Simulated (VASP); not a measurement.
# Ag (P6_3/mmc) in VASP: notebook

Runs on Ag. Level: PBEsol. Tasks: single point, relaxation of cell and atoms.

Program: VASP 6.6.1. These are calculated values, not measurements. Logs are shortened: lines on timing, memory, paths and dates and some standing lists are left out, and cuts for length are marked.

### 1 The cell of the first run

It takes space group P6_3/mmc (No. 194, hexagonal). Conventional cell: a = 2.964 Å, b = 2.964 Å, c = 9.803 Å, α = 90.00°, β = 90.00°, γ = 120.00°. Ag (site symmetry -6m2) has 12 Ag at 2.96 to 2.99 Å within 3.9 Å. Within 3.9 Å of Ag (site symmetry -3m) lie 12 Ag at 2.96 to 2.99 Å.

### 2 Single point, PBEsol (volume scaled by 1.12)

File INCAR:

```
SYSTEM = Ag
  PREC = Accurate
  ENCUT = 520
  EDIFF = 1E-6
  ISMEAR = -1
  SIGMA = 0.1
  LREAL = .FALSE.
  LASPH = .TRUE.
  NELM = 80
  ALGO = Normal
  ISIF = 2
  LWAVE = .FALSE.
  LCHARG = .TRUE.
  GGA = PS
  LELF = .TRUE.
  LVHAR = .TRUE.
  NBANDS = 30
```

File KPOINTS:

```
Automatic mesh
0
G
  17 17 5
  0 0 0
```

File POSCAR:

```
Ag
1.0
    2.9643731795      0.0000000000      0.0000000000
   -1.4821865898      2.5672224797      0.0000000000
    0.0000000000      0.0000000000      9.8025810098
Ag
4
Direct
    0.3333333333      0.6666666667      0.2500000000
    0.6666666667      0.3333333333      0.7500000000
    0.0000000000      1.0000000000      1.0000000000
    0.0000000000      1.0000000000      0.5000000000
```

Potentials or basis: VASP PAW PBE potentials, release 64 (Ag).

Run with:

```console
> cat potpaw_PBE.64/Ag/POTCAR > POTCAR
> mpirun -np 1 vasp_std > vasp.out
```

OUTCAR:

```text
SYSTEM = Ag
   PREC = Accurate
   ENCUT = 520
   EDIFF = 1E-6
   ISMEAR = -1
   LREAL = .FALSE.
   LASPH = .TRUE.
   NELM = 80
   ISIF = 2
   GGA = PS

 ion  position               nearest neighbor table
   1  0.333  0.667  0.250-   3 2.99   4 2.99   3 2.99   4 2.99   3 2.99   4 2.99
   2  0.667  0.333  0.750-   3 2.99   4 2.99   3 2.99   4 2.99   3 2.99   4 2.99
   3  0.000  0.000  0.000-   1 2.99   2 2.99   1 2.99   2 2.99   2 2.99   1 2.99
   4  0.000  0.000  0.500-   1 2.99   2 2.99   1 2.99   2 2.99   2 2.99   1 2.99

  LATTYP: Found a hexagonal cell.
 ALAT       =     2.9643731795
 C/A-ratio  =     3.3067972270

  Lattice vectors:

 A1 = (   2.9643731795,   0.0000000000,   0.0000000000)
 A2 = (  -1.4821865898,   2.5672224797,   0.0000000000)
 A3 = (   0.0000000000,   0.0000000000,   9.8025810098)

Analysis of symmetry for initial positions (statically):
=====================================================================
 Subroutine PRICEL returns:
 Original cell was already a primitive cell.

 Routine SETGRP: Setting up the symmetry group for a
 hexagonal supercell.

 Subroutine GETGRP returns: Found 24 space group operations
 (whereof 12 operations were pure point group operations)
 out of a pool of 24 trial point group operations.

The static configuration has the point symmetry D_3d.
 The point group associated with its full space group is D_6h.

Analysis of symmetry for dynamics (positions and initial velocities):
=====================================================================
 Subroutine PRICEL returns:
 Original cell was already a primitive cell.

 Routine SETGRP: Setting up the symmetry group for a
 hexagonal supercell.

 Subroutine GETGRP returns: Found 24 space group operations
 (whereof 12 operations were pure point group operations)
 out of a pool of 24 trial point group operations.

The dynamic configuration has the point symmetry D_3d.
 The point group associated with its full space group is D_6h.

 Subroutine INISYM returns: Found 24 space group operations
 (whereof 12 operations are pure point group operations),
 and found     1 'primitive' translations

----------------------------------------------------------------------------------------

                                     Primitive cell

  volume of cell :      74.5997

  direct lattice vectors                    reciprocal lattice vectors
     2.964373179  0.000000000  0.000000000     0.337339444  0.194763019  0.000000000
    -1.482186590  2.567222480  0.000000000     0.000000000  0.389526038  0.000000000
     0.000000000  0.000000000  9.802581010     0.000000000  0.000000000  0.102013949

  length of vectors
     2.964373179  2.964373179  9.802581010     0.389526038  0.389526038  0.102013949

  position of ions in fractional coordinates (direct lattice)
     0.333333333  0.666666667  0.250000000
     0.666666667  0.333333333  0.750000000
     0.000000000  0.000000000  0.000000000
     0.000000000  0.000000000  0.500000000

  ion indices of the primitive-cell ions
   primitive index   ion index
                 1           1
                 2           2
                 3           3
                 4           4

----------------------------------------------------------------------------------------

 KPOINTS: Automatic mesh

Automatic generation of k-mesh.
 Grid dimensions read from file:
 generate k-points for:   17   17    5

 Generating k-lattice:

  Cartesian coordinates                     Fractional coordinates (reciprocal lattice)
     0.019843497  0.011456648  0.000000000     0.058823529  0.000000000  0.000000000
     0.000000000  0.022913296  0.000000000     0.000000000  0.058823529  0.000000000
     0.000000000  0.000000000  0.020402790     0.000000000  0.000000000  0.200000000

  Length of vectors
     0.022913296  0.022913296  0.020402790

  Shift w.r.t. Gamma in fractional coordinates (k-lattice)
     0.000000000  0.000000000  0.000000000

 Subroutine IBZKPT returns following result:
 ===========================================

 Found     99 irreducible k-points:

 Following reciprocal coordinates:
            Coordinates               Weight
  0.000000  0.000000  0.000000      1.000000
  0.058824  0.000000  0.000000      6.000000
  0.117647  0.000000  0.000000      6.000000
  0.176471  0.000000  0.000000      6.000000
  0.235294  0.000000  0.000000      6.000000
  0.294118  0.000000  0.000000      6.000000
[... 16 lines left out ...]
  0.411765  0.117647  0.000000     12.000000
  0.176471  0.176471  0.000000      6.000000
 [... further k-points ...]
   k-points           NKPTS =     99   k-points in BZ     NKDIM =     99   number of bands    NBANDS=     30
   number of dos      NEDOS =    301   number of ions     NIONS =      4
   total plane-waves  NPLWV =  46080
   dimension x,y,z NGX =    24 NGY =   24 NGZ =   80
   dimension x,y,z NGXF=    48 NGYF=   48 NGZF=  160
   ions per type =               4
   NGX,Y,Z   is equivalent  to a cutoff of  13.46, 13.46, 13.57 a.u.
   NGXF,Y,Z  is equivalent  to a cutoff of  26.92, 26.92, 27.14 a.u.
 SYSTEM =  Ag
   PREC   = accura    normal or accurate (medium, high low for compatibility)
   ISTART =      0    job   : 0-new  1-cont  2-samecut
   ICHARG =      2    charge: 1-file 2-atom 10-const
   ISPIN  =      1    spin polarized calculation?
   LNONCOLLINEAR =      F non collinear calculations
   LSORBIT =      F    spin-orbit coupling
   LASPH  =      T    aspherical Exc in radial PAW
   ENCUT  =  520.0 eV  38.22 Ry    6.18 a.u.   5.51  5.51 18.23*2*pi/ulx,y,z
   NELM   =     80;   NELMIN=  2; NELMDL= -5     # of ELM steps
   EDIFF  = 0.1E-05   stopping-criterion for ELM
   LREAL  =      F    real-space projection
   EDIFFG = 0.1E-04   stopping-criterion for IOM
   NSW    =      0    number of steps for IOM
   IBRION =     -1    ionic relax: 0-MD 1-quasi-New 2-CG
   NFREE  =      0    steps in history (QN), initial steepest desc. (CG)
   ISIF   =      2    stress and relaxation
   ISYM   =      2    0-nonsym 1-usesym 2-fastsym
   POTIM  = 0.5000    time-step for ionic-motion
   TEBEG  =    0.0;   TEEND  =   0.0 temperature during run
   PSTRESS=    0.0 pullay stress
   NELECT =      44.0000    total number of electrons
   NUPDOWN=      -1.0000    fix difference up-down
   EMIN   =  10.00;   EMAX   =-10.00  energy-range for DOS
   EFERMI =   0.00;   METHOD = LEGACY
   ISMEAR =    -1;   SIGMA  =   0.10  broadening in eV -4-tet -1-fermi 0-gaus
   EFERMI_NEDOS =   21; number of points for ismear=-14 and -15
   IALGO  =     38    algorithm
   IMIX   =      4    mixing-type and parameters
     AMIX     =   0.40;   BMIX     =  1.00
     AMIX_MAG =   1.60;   BMIX_MAG =  1.00
  volume/ion in A,a.u.               =      18.65       125.86
  Fermi-wavevector in a.u.,A,eV,Ry     =   1.372925  2.594452 25.645931  1.884923
  Thomas-Fermi vector in A             =   2.498488
   LORBIT       =      0    0 simple, 1 ext, 2 COOP (PROOUT), +10 PAW based schemes
   GGA     = PS    functional components
   LHFCALC =     F    Hartree Fock is set to
   AEXX    =    0.0000 exact exchange contribution
   IVDW    =     0    specifies the selected vdW correction
   LEPSILON=     F    determine dielectric tensor
   LRPA    =     F    only Hartree local field effects (RPA)
 non-spin polarized calculation
  energy-cutoff  :      520.00
  volume of cell :       74.60
 maximum number of plane-waves:      2047
 NGX is ok and might be reduce to    24
   NGX = 11   NGY = 11   NGZ = 37

 number of electron      44.0000006 magnetization

 Free energy of the ion-electron system (eV)
  ---------------------------------------------------
  ext. energy  EPLUGINS =         0.00000000
  ---------------------------------------------------
  free energy    TOTEN  =       -12.96904603 eV

  energy without entropy =      -12.93019813  energy(sigma->0) =      -12.94962208

 E-fermi :   7.0911     XC(G=0): -11.8847

 val. band max:        7.0846514270   @ k =   0.2941   0.2353   0.2000
 cond. band min:       7.1125617934   @ k =   0.3529   0.1765   0.0000
 fundamental gap:      0.0279103664
 Fermi energy:         7.0910921203

 k-point     1 :       0.0000    0.0000    0.0000
  band No.  band energies     occupation
      1      -0.1434      2.00000
      2       1.1302      2.00000
      3       1.1307      2.00000
      4       1.1777      2.00000
      5       2.5349      2.00000
      6       2.5789      2.00000
[... 22 lines left out ...]
     29      22.5392      0.00000
     30      23.3261      0.00000

 k-point     2 :       0.0588    0.0000    0.0000
  band No.  band energies     occupation
      1      -0.0527      2.00000
      2       1.2087      2.00000
      3       1.2092      2.00000
      4       1.2318      2.00000
      5       2.5330      2.00000
      6       2.5373      2.00000
[... 22 lines left out ...]
     29      22.4636      0.00000
     30      22.8194      0.00000

 k-point     3 :       0.1176    0.0000    0.0000
  band No.  band energies     occupation
      1       0.2113      2.00000
      2       1.3739      2.00000
      3       1.4263      2.00000
      4       1.4270      2.00000
      5       2.3595      2.00000
      6       2.4851      2.00000
[... 22 lines left out ...]
     29      21.7363      0.00000
     30      21.7842      0.00000

 k-point     4 :       0.1765    0.0000    0.0000
  band No.  band energies     occupation
      1       0.6156      2.00000
      2       1.5363      2.00000
      3       1.6831      2.00000
      4       1.7066      2.00000
      5       2.1586      2.00000
      6       2.2831      2.00000
[... 616 lines left out ...]
     29      15.7443      0.00000
     30      17.1487      0.00000

 k-point    23 :       0.4118    0.1176    0.0000
  band No.  band energies     occupation
      1       1.3191      2.00000
      2       1.3470      2.00000
      3       1.4309      2.00000
      4       1.7909      2.00000
      5       1.8479      2.00000
      6       2.0937      2.00000
[... 22 lines left out ...]
     29      15.2863      0.00000
     30      15.8808      0.00000

 k-point    24 :       0.1765    0.1765    0.0000
  band No.  band energies     occupation
      1       1.6959      2.00000
      2       1.7517      2.00000
      3       1.8094      2.00000
      4       1.9492      2.00000
      5       2.0402      2.00000
      6       2.0694      2.00000
[... 22 lines left out ...]
     29      17.4276      0.00000
     30      17.5479      0.00000

 [... further k-points ...]

------------------------ aborting loop because EDIFF is reached ----------------------------------------

  FORCE on cell =-STRESS in cart. coord.  units (eV):
  Direction    XX          YY          ZZ          XY          YZ          ZX
  --------------------------------------------------------------------------------------
  -------------------------------------------------------------------------------------
  Total       -4.4934552     -4.4934552     -4.6016045      0.0000000      0.0000000      0.0000000
  in kB      -96.5059694    -96.5059694    -98.8286916      0.0000000      0.0000000      0.0000000
  external PRESSURE =     -97.2802101 kB  Pullay stress =       0.0000000 kB

 VOLUME and BASIS-vectors are now :
 -----------------------------------------------------------------------------
  energy-cutoff  :      520.00
  volume of cell :       74.60
      direct lattice vectors                 reciprocal lattice vectors
     2.964373179  0.000000000  0.000000000     0.337339444  0.194763019  0.000000000
    -1.482186590  2.567222480  0.000000000     0.000000000  0.389526038  0.000000000
     0.000000000  0.000000000  9.802581010     0.000000000  0.000000000  0.102013949

 POSITION                                       TOTAL-FORCE (eV/Angst)
 -----------------------------------------------------------------------------------
     -0.00000      1.71148      2.45065         0.000000      0.000000      0.000000
      1.48219      0.85574      7.35194         0.000000      0.000000     -0.000000
      0.00000      0.00000      0.00000        -0.000000     -0.000000      0.000000
      0.00000      0.00000      4.90129        -0.000000     -0.000000      0.000000
 -----------------------------------------------------------------------------------
    total drift:                               -0.000000      0.000000     -0.000000

  FREE ENERGIE OF THE ION-ELECTRON SYSTEM (eV)
  ---------------------------------------------------
  free  energy   TOTEN  =       -12.9690460322 eV

  energy  without entropy=      -12.9301981315  energy(sigma->0) =      -12.94962208
```

Wall time 79 s (1 thread of Intel Xeon Platinum 8559C (Emerald Rapids), shared host); peak memory 0.3 GiB.

What came out:

- Free energy: -12.9690 eV
- Pressure: -9.7 GPa
- Band gap on the k mesh: zero (band 22 reaches 9.79 eV, above the bottom of band 23 at 4.08 eV)

Stress tensor (GPa, compression positive):
```
-9.65  0.00  0.00
 0.00 -9.65  0.00
 0.00  0.00 -9.88
```

Caveat: the PAW data sets were made with another functional, which shifts forces and pressure a little.

(Continued in part 2 of 2.)
